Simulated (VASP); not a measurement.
Input of a VASP 6.6.1 run:

Contents of INCAR:

```
PREC = Accurate
ENCUT = 520
EDIFF = 1E-7
ISMEAR = 0
SIGMA = 0.1
LREAL = F
LASPH = T
NELM = 60
ALGO = Normal
ISIF = 2
LWAVE = F
LCHARG = T
LELF = T
LVHAR = T
NBANDS = 12
```

Contents of KPOINTS:

```
Automatic mesh
0
Gamma
  14 14 14
```

File POSCAR:

```
Ti
1.0
    0.0000000000      2.0654656679      2.0654656679
    2.0654656679      0.0000000000      2.0654656679
    2.0654656679      2.0654656679      0.0000000000
Ti
1
Direct
    0.0000000000      0.0000000000      0.0000000000
```

Potentials or basis: VASP PAW LDA potentials, release 64 (Ti_sv).

Launch:

```sh
$ cat potpaw_LDA.64/Ti_sv/POTCAR > POTCAR
$ mpirun -np 1 vasp_std > vasp.out
```

Task: Estimate the pressure.

Result: -9.9 GPa.

Task: Estimate the band gap on the k mesh.

Result: Zero (band 6 reaches 8.66 eV, above the bottom of band 7 at 7.43 eV).
